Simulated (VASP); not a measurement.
# CdS (P2_1) in VASP: single point with PBE

Aim: the single point of CdS with PBE.

Everything below comes from runs of VASP 6.6.1. Logs are shortened: lines on timing, memory, paths and dates and some standing lists are left out, and cuts for length are marked.

### 1 The cell of the first run

The typed cell holds 4 atoms: a = 4.197 Å, b = 4.198 Å, c = 6.829 Å, α = 90.00°, β = 90.00°, γ = 120.00°.

### 2 Single point, PBE, collinear spin

INCAR reads:

```
SYSTEM = CdS
ALGO = Normal ; EDIFF = 1E-6
ENCUT = 520 ; GGA = PE
ISIF = 2 ; ISMEAR = 0
ISPIN = 2 ; LASPH = .True.
LCHARG = .False. ; LORBIT = 11
LREAL = .False. ; LWAVE = .False.
MAGMOM = 0.5 -0.5 0 0 ; NBANDS = 30
NELM = 150 ; PREC = Accurate
SIGMA = 0.15
```

KPOINTS reads:

```
k-points
0
Gamma
  7 7 4
  0 0 0
```

POSCAR reads:

```
CdS
1.0
    4.1967469014     -0.0001450891      0.0000041124
   -2.0984991016      3.6357091725      0.0000162987
    0.0000066760      0.0000344066      6.8288475841
Cd S
2 2
Direct
    0.6631630833      0.3297639590      0.4977053618
    0.3294688600      0.6627331234     -0.0022915414
    0.6627641962      0.3293303855      0.8743337022
    0.3298698605      0.6631695321      0.3743384774
```

Potentials or basis: VASP PAW PBE potentials, release 64 (Cd, S).

Started as:

```
$ cat potpaw_PBE.64/Cd/POTCAR potpaw_PBE.64/S/POTCAR > POTCAR
$ mpirun -np 1 vasp_std > vasp.out
```

OUTCAR:

```text
SYSTEM = CdS
   EDIFF = 1E-6
   ENCUT = 520
   GGA = PE
   ISIF = 2
   ISMEAR = 0
   ISPIN = 2
   LASPH = .True.
   LORBIT = 11
   LREAL = .False.
   NELM = 150
   PREC = Accurate

 ion  position               nearest neighbor table
   1  0.663  0.330  0.498-   4 2.57   4 2.57   4 2.57   3 2.57
   2  0.329  0.663  0.998-   3 2.57   3 2.57   3 2.57   4 2.57
   3  0.663  0.329  0.874-   2 2.57   2 2.57   2 2.57   1 2.57
   4  0.330  0.663  0.374-   1 2.57   1 2.57   1 2.57   2 2.57

  LATTYP: Found a simple monoclinic cell.
 ALAT       =     4.1967469039
 B/A-ratio  =     1.6271764156
 C/A-ratio  =     1.0002666782
 COS(beta)  =    -0.4999265700

  Lattice vectors:

 A1 = (   4.1967469014,  -0.0001450891,   0.0000041124)
 A2 = (  -0.0000066760,  -0.0000344066,  -6.8288475841)
 A3 = (  -2.0984991016,   3.6357091725,   0.0000162987)

Analysis of symmetry for initial positions (statically):
=====================================================================
 Subroutine PRICEL returns:
 Original cell was already a primitive cell.

 Routine SETGRP: Setting up the symmetry group for a
 simple monoclinic supercell.

 Subroutine GETGRP returns: Found  2 space group operations
 (whereof  1 operations were pure point group operations)
 out of a pool of  4 trial point group operations.

The static configuration has the point symmetry C_1 .
 The point group associated with its full space group is C_2 .

Analysis of symmetry for dynamics (positions and initial velocities):
=====================================================================
 Subroutine PRICEL returns:
 Original cell was already a primitive cell.

 Routine SETGRP: Setting up the symmetry group for a
 simple monoclinic supercell.

 Subroutine GETGRP returns: Found  2 space group operations
 (whereof  1 operations were pure point group operations)
 out of a pool of  4 trial point group operations.

The dynamic configuration has the point symmetry C_1 .
 The point group associated with its full space group is C_2 .

Analysis of structural, dynamic, and magnetic symmetry:
=====================================================================
 Subroutine PRICEL returns:
 Original cell was already a primitive cell.

 Routine SETGRP: Setting up the symmetry group for a
 simple monoclinic supercell.

 Subroutine GETGRP returns: Found  2 space group operations
 (whereof  1 operations were pure point group operations)
 out of a pool of  4 trial point group operations.

The overall configuration has the point symmetry C_1 .
 The point group associated with its full space group is C_2 .

[... 132 lines left out ...]
   LRPA    =     F    only Hartree local field effects (RPA)
 spin polarized calculation
 Gauss-broadening in eV      SIGMA  =   0.15
  energy-cutoff  :      520.00
  volume of cell :      104.19
 maximum number of plane-waves:      2834
   NGX = 15   NGY = 15   NGZ = 25

 number of electron      36.0000003 magnetization       0.0000000

 number of electron      36.0000003 magnetization      -0.0000000

 Free energy of the ion-electron system (eV)
  ---------------------------------------------------
  ext. energy  EPLUGINS =         0.00000000
  ---------------------------------------------------
  free energy    TOTEN  =       -12.29894063 eV

  energy without entropy =      -12.29894063  energy(sigma->0) =      -12.29894063

 E-fermi :   1.4720     XC(G=0):  -8.9176

 val. band max:        0.9082473079   @ k =   0.0000   0.0000   0.0000
 cond. band min:       2.0200386368   @ k =   0.0000   0.0000   0.0000
 fundamental gap:      1.1117913289
 Fermi energy:         1.4720389416

 spin component 1

 k-point     1 :       0.0000    0.0000    0.0000
  band No.  band energies     occupation
      1     -11.1778      1.00000
      2     -10.7904      1.00000
      3      -6.6388      1.00000
      4      -6.6334      1.00000
      5      -6.6333      1.00000
      6      -6.5593      1.00000
[... 781 lines left out ...]
     29      12.7411      0.00000
     30      12.9520      0.00000

 [... further k-points ...]

 spin component 2

 k-point     1 :       0.0000    0.0000    0.0000
  band No.  band energies     occupation
      1     -11.1778      1.00000
      2     -10.7904      1.00000
      3      -6.6388      1.00000
      4      -6.6334      1.00000
      5      -6.6333      1.00000
      6      -6.5593      1.00000
[... 781 lines left out ...]
     29      12.7411      0.00000
     30      12.9520      0.00000

 [... further k-points ...]

------------------------ aborting loop because EDIFF is reached ----------------------------------------

  FORCE on cell =-STRESS in cart. coord.  units (eV):
  Direction    XX          YY          ZZ          XY          YZ          ZX
  --------------------------------------------------------------------------------------
  -------------------------------------------------------------------------------------
  Total        0.1762488      0.1708797      0.1781085      0.0003827      0.0000018      0.0000003
  in kB        2.7101676      2.6276068      2.7387640      0.0058841      0.0000271      0.0000054
  external PRESSURE =       2.6921795 kB  Pullay stress =       0.0000000 kB

 VOLUME and BASIS-vectors are now :
 -----------------------------------------------------------------------------
  energy-cutoff  :      520.00
  volume of cell :      104.19
      direct lattice vectors                 reciprocal lattice vectors
     4.196746901 -0.000145089  0.000004112     0.238284552  0.137535731 -0.000000926
    -2.098499102  3.635709172  0.000016299     0.000009509  0.275054991 -0.000001386
     0.000006676  0.000034407  6.828847584    -0.000000144 -0.000000739  0.146437593

 POSITION                                       TOTAL-FORCE (eV/Angst)
 -----------------------------------------------------------------------------------
      2.09112      1.19885      3.39876        -0.000048     -0.000446      0.000496
     -0.00804      2.40949      6.81321         0.000048      0.000446      0.000496
      2.09036      1.19728      5.97070         0.000151      0.000276     -0.000496
     -0.00728      2.41106      2.55631        -0.000151     -0.000276     -0.000496
 -----------------------------------------------------------------------------------
    total drift:                               -0.000905     -0.012877     -0.000810

  FREE ENERGIE OF THE ION-ELECTRON SYSTEM (eV)
  ---------------------------------------------------
  free  energy   TOTEN  =       -12.2989406346 eV

  energy  without entropy=      -12.2989406333  energy(sigma->0) =      -12.29894063

 total charge

# of ion       s       p       d       tot
------------------------------------------
    1        0.416   0.298   9.565  10.279
    2        0.416   0.298   9.565  10.279
    3        1.325   2.384   0.000   3.708
    4        1.325   2.384   0.000   3.708
--------------------------------------------------
tot          3.481   5.364  19.129  27.974

 magnetization (x)

# of ion       s       p       d       tot
------------------------------------------
    1       -0.000   0.000   0.000   0.000
    2        0.000  -0.000  -0.000  -0.000
    3       -0.000  -0.000   0.000  -0.000
    4        0.000   0.000   0.000   0.000
--------------------------------------------------
tot          0.000   0.000   0.000   0.000
```

stdout:

```text
POSCAR found type information on POSCAR CdS
 POSCAR found :  2 types and       4 ions
 scaLAPACK will be used
 LDA part: xc-table for (Slater+PW92), standard interpolation
 POSCAR, INCAR and KPOINTS ok, starting setup
 FFT: planning ... GRIDC
 FFT: planning ... GRID_SOFT
 FFT: planning ... GRID
 WAVECAR not read
 entering main loop
```

Run time: 5.8 min. Hardware: 1 thread of Oxide Virtual Turin-like, shared host; peak memory 0.45 GiB.

What came out:

- Free energy: -12.2989 eV
- Pressure: 0.3 GPa
- Band gap on the k mesh: 1.11 eV
- Net moment: 0.00 μB per cell
- Valence electrons inside the program's atomic spheres: Cd 10.28; S 3.71
